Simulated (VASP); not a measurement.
Input of a VASP 6.6.1 run:

File INCAR:

```
PREC = Accurate
ENCUT = 520
EDIFF = 1E-6
ISMEAR = 0
SIGMA = 0.01
LREAL = False
LASPH = True
NELM = 80
ALGO = Normal
ISIF = 2
LWAVE = False
LCHARG = False
GGA = PE
NBANDS = 16
```

File KPOINTS:

```
regular mesh
0
Gamma
  4 4 4
```

POSCAR

```
ZnSe
1.0
    0.0000000000      2.6907996506      2.6907996506
    2.6907996506      0.0000000000      2.6907996506
    2.6907996506      2.6907996506      0.0000000000
Zn Se
1 1
Direct
    0.0000000000      0.0000000000      0.0000000000
    0.2500000000      0.2500000000      0.2500000000
```

Potentials or basis: VASP PAW PBE potentials, release 64 (Zn, Se).

Command:

```bash
$ cat potpaw_PBE.64/Zn/POTCAR potpaw_PBE.64/Se/POTCAR > POTCAR
$ mpirun -np 1 vasp_std > vasp.out
```

(1) What does it give for the pressure?

(2) What does it give for the band gap on the k mesh?

## Answers

(1) 17.5 GPa.

(2) 1.95 eV, direct.

Caveat: the k points lie up to 0.51 Å⁻¹ apart; the cell differs from its parent crystal (strain -5.0%).
